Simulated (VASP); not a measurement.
# Ru (C2/m) in VASP: further runs, part 2 of 2

VASP 6.6.1.

## Step 3: Single point, PBEsol (atom 1 (Ru) moved by (+0.100, -0.100) A along y and z)

INCAR reads:

```
PREC     = Accurate       # precision mode
ENCUT    = 520            # plane-wave cutoff, eV
EDIFF    = 1E-7           # SCF threshold, eV
ISMEAR   = 0              # smearing method
SIGMA    = 0.15           # smearing width, eV
LREAL    = False          # projectors in reciprocal space
LASPH    = True           # aspherical terms in the spheres
NELM     = 100            # most SCF steps
ALGO     = Fast           # electronic algorithm
ISIF     = 2              # what is computed and relaxed
LWAVE    = False          # write WAVECAR
LCHARG   = False          # write CHGCAR
GGA      = PS             # functional
NBANDS   = 21             # bands
```

KPOINTS reads:

```
regular mesh
0
Gamma
  24 24 12
```

POSCAR reads:

```
Ru
1.0
    2.7057993342      0.0000000000      0.0000000000
   -1.3528996671      2.3432909610      0.0000000000
    0.0000000000      0.0000000000      4.2819000000
Ru
2
Direct
    0.3546708458      0.7093416915      0.2266458815
    0.6666666667      0.3333333333      0.7500000000
```

Potentials or basis: VASP PAW PBE potentials, release 64 (Ru_pv).

Launch:

```bash
$ cat potpaw_PBE.64/Ru_pv/POTCAR > POTCAR
$ mpirun -np 1 vasp_std > vasp.out
```

OUTCAR:

```text
PREC = Accurate
   ENCUT = 520
   EDIFF = 1E-7
   ISMEAR = 0
   LREAL = False
   LASPH = True
   NELM = 100
   ISIF = 2
   GGA = PS

 ion  position               nearest neighbor table
   1  0.355  0.709  0.227-   2 2.51   2 2.60   2 2.60   2 2.68   2 2.76   2 2.76
   2  0.667  0.333  0.750-   1 2.51   1 2.60   1 2.60   1 2.68   1 2.76   1 2.76

  LATTYP: Found a hexagonal cell.
 ALAT       =     2.7057993342
 C/A-ratio  =     1.5824898565

  Lattice vectors:

 A1 = (   2.7057993342,   0.0000000000,   0.0000000000)
 A2 = (  -1.3528996671,   2.3432909610,   0.0000000000)
 A3 = (   0.0000000000,   0.0000000000,   4.2819000000)

Analysis of symmetry for initial positions (statically):
=====================================================================
 Subroutine PRICEL returns:
 Original cell was already a primitive cell.

 Routine SETGRP: Setting up the symmetry group for a
 hexagonal supercell.

 Subroutine GETGRP returns: Found  4 space group operations
 (whereof  2 operations were pure point group operations)
 out of a pool of 24 trial point group operations.

The static configuration has the point symmetry C_1h.
 The point group associated with its full space group is C_2h.

Analysis of symmetry for dynamics (positions and initial velocities):
=====================================================================
 Subroutine PRICEL returns:
 Original cell was already a primitive cell.

 Routine SETGRP: Setting up the symmetry group for a
 hexagonal supercell.

 Subroutine GETGRP returns: Found  4 space group operations
 (whereof  2 operations were pure point group operations)
 out of a pool of 24 trial point group operations.

The dynamic configuration has the point symmetry C_1h.
 The point group associated with its full space group is C_2h.

 Subroutine INISYM returns: Found  4 space group operations
 (whereof  2 operations are pure point group operations),
 and found     1 'primitive' translations

----------------------------------------------------------------------------------------

                                     Primitive cell

  volume of cell :      27.1493

  direct lattice vectors                    reciprocal lattice vectors
     2.705799334  0.000000000  0.000000000     0.369576556  0.213375124  0.000000000
    -1.352899667  2.343290961  0.000000000     0.000000000  0.426750249  0.000000000
     0.000000000  0.000000000  4.281900000     0.000000000  0.000000000  0.233541185

  length of vectors
     2.705799334  2.705799334  4.281900000     0.426750249  0.426750249  0.233541185

  position of ions in fractional coordinates (direct lattice)
     0.354670846  0.709341692  0.226645881
     0.666666667  0.333333333  0.750000000

  ion indices of the primitive-cell ions
   primitive index   ion index
                 1           1
                 2           2

----------------------------------------------------------------------------------------

 KPOINTS: regular mesh

Automatic generation of k-mesh.
 Grid dimensions read from file:
 generate k-points for:   24   24   12

 Generating k-lattice:

  Cartesian coordinates                     Fractional coordinates (reciprocal lattice)
     0.015399023  0.008890630  0.000000000     0.041666667  0.000000000  0.000000000
     0.000000000  0.017781260  0.000000000     0.000000000  0.041666667  0.000000000
     0.000000000  0.000000000  0.019461765     0.000000000  0.000000000  0.083333333

  Length of vectors
     0.017781260  0.017781260  0.019461765

  Shift w.r.t. Gamma in fractional coordinates (k-lattice)
     0.000000000  0.000000000  0.000000000

 Subroutine IBZKPT returns following result:
 ===========================================

 Found   1814 irreducible k-points:

 Following reciprocal coordinates:
            Coordinates               Weight
  0.000000  0.000000  0.000000      1.000000
  0.041667  0.000000  0.000000      4.000000
  0.000000  0.041667  0.000000      2.000000
  0.083333  0.000000  0.000000      4.000000
  0.000000  0.083333  0.000000      2.000000
  0.125000  0.000000  0.000000      4.000000
[... 16 lines left out ...]
  0.000000  0.458333  0.000000      2.000000
  0.500000  0.000000  0.000000      2.000000
 [... further k-points ...]
   k-points           NKPTS =   1814   k-points in BZ     NKDIM =   1814   number of bands    NBANDS=     21
   number of dos      NEDOS =    301   number of ions     NIONS =      2
   total plane-waves  NPLWV =  12800
   dimension x,y,z NGX =    20 NGY =   20 NGZ =   32
   dimension x,y,z NGXF=    40 NGYF=   40 NGZF=   64
   ions per type =               2
   NGX,Y,Z   is equivalent  to a cutoff of  12.29, 12.29, 12.42 a.u.
   NGXF,Y,Z  is equivalent  to a cutoff of  24.58, 24.58, 24.85 a.u.
 SYSTEM =  unknown system
   PREC   = accura    normal or accurate (medium, high low for compatibility)
   ISTART =      0    job   : 0-new  1-cont  2-samecut
   ICHARG =      2    charge: 1-file 2-atom 10-const
   ISPIN  =      1    spin polarized calculation?
   LNONCOLLINEAR =      F non collinear calculations
   LSORBIT =      F    spin-orbit coupling
   LASPH  =      T    aspherical Exc in radial PAW
   ENCUT  =  520.0 eV  38.22 Ry    6.18 a.u.   5.03  5.03  7.96*2*pi/ulx,y,z
   NELM   =    100;   NELMIN=  2; NELMDL= -5     # of ELM steps
   EDIFF  = 0.1E-06   stopping-criterion for ELM
   LREAL  =      F    real-space projection
   EDIFFG = 0.1E-05   stopping-criterion for IOM
   NSW    =      0    number of steps for IOM
   IBRION =     -1    ionic relax: 0-MD 1-quasi-New 2-CG
   NFREE  =      0    steps in history (QN), initial steepest desc. (CG)
   ISIF   =      2    stress and relaxation
   ISYM   =      2    0-nonsym 1-usesym 2-fastsym
   POTIM  = 0.5000    time-step for ionic-motion
   TEBEG  =    0.0;   TEEND  =   0.0 temperature during run
   PSTRESS=    0.0 pullay stress
   NELECT =      28.0000    total number of electrons
   NUPDOWN=      -1.0000    fix difference up-down
   EMIN   =  10.00;   EMAX   =-10.00  energy-range for DOS
   EFERMI =   0.00;   METHOD = LEGACY
   ISMEAR =     0;   SIGMA  =   0.15  broadening in eV -4-tet -1-fermi 0-gaus
   EFERMI_NEDOS =   21; number of points for ismear=-14 and -15
   IALGO  =     68    algorithm
   IMIX   =      4    mixing-type and parameters
     AMIX     =   0.40;   BMIX     =  1.00
     AMIX_MAG =   1.60;   BMIX_MAG =  1.00
  volume/ion in A,a.u.               =      13.57        91.61
  Fermi-wavevector in a.u.,A,eV,Ry     =   1.654022  3.125649 37.222686  2.735790
  Thomas-Fermi vector in A             =   2.742361
   LORBIT       =      0    0 simple, 1 ext, 2 COOP (PROOUT), +10 PAW based schemes
   GGA     = PS    functional components
   LHFCALC =     F    Hartree Fock is set to
   AEXX    =    0.0000 exact exchange contribution
   IVDW    =     0    specifies the selected vdW correction
   LEPSILON=     F    determine dielectric tensor
   LRPA    =     F    only Hartree local field effects (RPA)
 non-spin polarized calculation
 RMM-DIIS sequential band-by-band and
 Gauss-broadening in eV      SIGMA  =   0.15
  energy-cutoff  :      520.00
  volume of cell :       27.15
 maximum number of plane-waves:       756
   NGX =  9   NGY =  9   NGZ = 15

 number of electron      28.0000003 magnetization

 Free energy of the ion-electron system (eV)
  ---------------------------------------------------
  ext. energy  EPLUGINS =         0.00000000
  ---------------------------------------------------
  free energy    TOTEN  =       -20.24524467 eV

  energy without entropy =      -20.22472906  energy(sigma->0) =      -20.23498686

 E-fermi :  12.7333     XC(G=0): -14.2739

 val. band max:       12.7332636737   @ k =   0.0000   0.2500   0.3333
 cond. band min:      12.7343129431   @ k =   0.2917   0.1667   0.1667
 fundamental gap:      0.0010492694
 Fermi energy:        12.7333266032

 k-point     1 :       0.0000    0.0000    0.0000
  band No.  band energies     occupation
      1     -30.9276      2.00000
      2     -30.0015      2.00000
      3     -29.9286      2.00000
      4     -29.7933      2.00000
      5     -29.7755      2.00000
      6     -29.7305      2.00000
[... 13 lines left out ...]
     20      22.9919      0.00000
     21      23.0457      0.00000

 k-point     2 :       0.0417    0.0000    0.0000
  band No.  band energies     occupation
      1     -30.9220      2.00000
      2     -30.0081      2.00000
      3     -29.9400      2.00000
      4     -29.8044      2.00000
      5     -29.7791      2.00000
      6     -29.7325      2.00000
[... 520 lines left out ...]
 k-point    24 :       0.5000    0.0000    0.0000
  band No.  band energies     occupation
      1     -30.7273      2.00000
      2     -30.5973      2.00000
      3     -30.3912      2.00000
      4     -30.2090      2.00000
      5     -29.9734      2.00000
      6     -29.9029      2.00000
[... 13 lines left out ...]
     20      24.7164      0.00000
     21      25.7509      0.00000

 [... further k-points ...]
[... 5 lines left out ...]
  --------------------------------------------------------------------------------------
  -------------------------------------------------------------------------------------
  Total       -1.0654489     -0.5032665     -0.4438037      0.0000000     -0.3045236      0.0000000
  in kB      -62.8759984    -29.6995799    -26.1904603      0.0000000    -17.9710388      0.0000000
  external PRESSURE =     -39.5886795 kB  Pullay stress =       0.0000000 kB

 VOLUME and BASIS-vectors are now :
 -----------------------------------------------------------------------------
  energy-cutoff  :      520.00
  volume of cell :       27.15
      direct lattice vectors                 reciprocal lattice vectors
     2.705799334  0.000000000  0.000000000     0.369576556  0.213375124  0.000000000
    -1.352899667  2.343290961  0.000000000     0.000000000  0.426750249  0.000000000
     0.000000000  0.000000000  4.281900000     0.000000000  0.000000000  0.233541185

 POSITION                                       TOTAL-FORCE (eV/Angst)
 -----------------------------------------------------------------------------------
      0.00000      1.66219      0.97047         0.000000     -0.698420      1.210264
      1.35290      0.78110      3.21143        -0.000000      0.698420     -1.210264
 -----------------------------------------------------------------------------------
    total drift:                                0.000000     -0.000012     -0.000003

  FREE ENERGIE OF THE ION-ELECTRON SYSTEM (eV)
  ---------------------------------------------------
  free  energy   TOTEN  =       -20.2452446688 eV

  energy  without entropy=      -20.2247290592  energy(sigma->0) =      -20.23498686
```

It took 15 min on 1 thread of Intel Xeon 8259CL, shared host; peak memory 0.83 GiB.

What came out:

```
Free energy            : -20.2452 eV
Pressure               : -4.0 GPa
Largest force          : 1.397 eV/Å
Band gap on the k mesh : zero (bands 14 and 15 overlap by 2.97 eV)
```

Forces in eV/Å, atoms in the order of the input:
```
Ru   0.000 -0.698  1.210
Ru   0.000  0.698 -1.210
```

Caveat: the cell differs from its parent crystal (atom 1 (Ru) moved by (+0.100, -0.100) A along y and z); the cell stands under tension; the PAW data sets were made with another functional, which shifts forces and pressure a little.
